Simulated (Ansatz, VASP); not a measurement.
Be: VASP beside Ansatz

```
Be
1.0
    -1.25312    1.25312    1.29071
     1.25312   -1.25312    1.29071
     1.25312    1.25312   -1.29071
Be
1
Direct
  0.00000 0.00000 0.00000
```

Change from the starting cell: strain +0.000 along x and y, +0.030 along z, atoms carried along.

Alike in both runs: task single point; functional PBEsol; k mesh 26 × 26 × 26; occupations gaussian, width 0.15 eV; no spin polarisation.

|  | VASP | Ansatz |
| --- | --- | --- |
| version | VASP 6.6.1 | Ansatz 0.2.0 |
| potentials or method | VASP PAW PBE potentials, release 64 (Be), cutoff 520 eV | scalar-relativistic, plane waves, PAW |
| valence electrons in the cell | 2 | 2 |

```tsv
	VASP	Ansatz	Ansatz less VASP
gap on the k mesh at the Fermi level (eV)	none	none	-
pressure (GPa)	-4.9	-5.3	-0.34
traceless stress, the component that is largest in VASP (GPa)	-2.10	-2.10	+0.006
```

VASP's potentials were made for PBE, not for PBEsol. A gap of «none» marks a metal or a gap that the smearing closes.
